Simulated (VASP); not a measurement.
# Ni: single point with PBE

Ni:

```
CELL_PARAMETERS angstrom
2.44802 0.00000 0.00000
-1.22401 2.12005 0.00000
0.00000 0.00000 4.07281
ATOMIC_POSITIONS crystal
Ni 0.66667 0.33333 0.75000
Ni 0.33333 0.66667 0.25000
```

This isn't the form of Ni at room conditions, which is fcc.

- Program: VASP 6.6.1
- Task: single point
- Functional: PBE
- Potentials or basis: VASP PAW PBE potentials, release 64 (Ni)
- Cutoff: 520 eV
- k mesh: 12 × 12 × 7
- Occupations: fermi-dirac, width 0.05 eV
- Spin: no spin polarisation
- Dipole correction: no
- Further INCAR settings: ALGO = Normal; EDIFF = 1e-07; NBANDS = 17

- Pressure: 5.9 GPa
- Band gap on the k mesh: zero (bands 10 and 11 overlap by 0.49 eV)

Stress tensor (GPa, compression positive):
```
6.50 0.00 0.00
0.00 6.50 0.00
0.00 0.00 4.77
```

Levels at points of the mesh, in eV from the Fermi level:
```csv
k point,band 6,band 7,band 8,band 9,band 10,band 11,band 12,band 13,band 14,band 15
"(0.00, 0.00, 0.00)",-1.60,-1.60,-1.09,-1.09,-0.38,-0.14,-0.14,6.01,23.19,25.45
"(0.50, 0.00, 0.00)",-1.88,-1.58,0.01,0.03,0.13,1.66,3.57,9.68,10.24,12.82
```

It took 38 s on 1 thread of Intel Xeon 8259CL (shared host), peak memory 0.14 GiB.

Caveat: the cell stands under pressure; the run has no spin polarisation, though such a crystal can be magnetic. Spin polarisation is off, so any magnetic state and its effect on volume and gap are missing.
